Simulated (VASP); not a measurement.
Si:

```
Si
1.0
     0.00000    3.17595    3.17595
     3.17595    0.00000    3.17595
     3.17595    3.17595    0.00000
Si
3
Cartesian
  1.5880 1.5880 1.5880
  3.1759 3.1759 3.1759
  4.7639 4.7639 4.7639
```

The cell was built from a structure type or drawn by symmetry, and may not be a known phase.

- Program: VASP 6.6.1
- Task: relaxation of cell and atoms
- Functional: PBE
- Potentials or basis: VASP PAW PBE potentials, release 64 (Si)
- Cutoff: 600 eV
- k mesh: 6 × 6 × 6
- Occupations: gaussian, width 0.1 eV
- Spin: no spin polarisation

At the start: pressure -10.9 GPa; volume 21.36 Å³/atom.

Q: How do energy, volume and symmetry change on relaxing?

A: Over 3 steps the energy falls by 205.5 meV/atom and the volume is 16.61 Å³/atom (-22.2 %); space group Fm-3m (No. 225, to 0.1 Å) before and after.

Step by step:
| step | energy change (eV) | largest force (eV/Å) | pressure (GPa) | volume (Å³) |
| --- | --- | --- | --- | --- |
| 1 | 0.0000 | 0.0000 | -10.89 | 64.07 |
| 2 | -0.6033 | 0.0000 | -2.55 | 51.53 |
| 3 | -0.6166 | 0.0000 | 0.13 | 49.82 |

Final structure:
```
Si
1.0
     0.00000    2.92049    2.92049
     2.92049    0.00000    2.92049
     2.92049    2.92049    0.00000
Si
3
Direct
  0.25000 0.25000 0.25000
  0.50000 0.50000 0.50000
  0.75000 0.75000 0.75000
```

Caveat: the volume moved by over 15 % at a fixed basis, so the end points are rough.
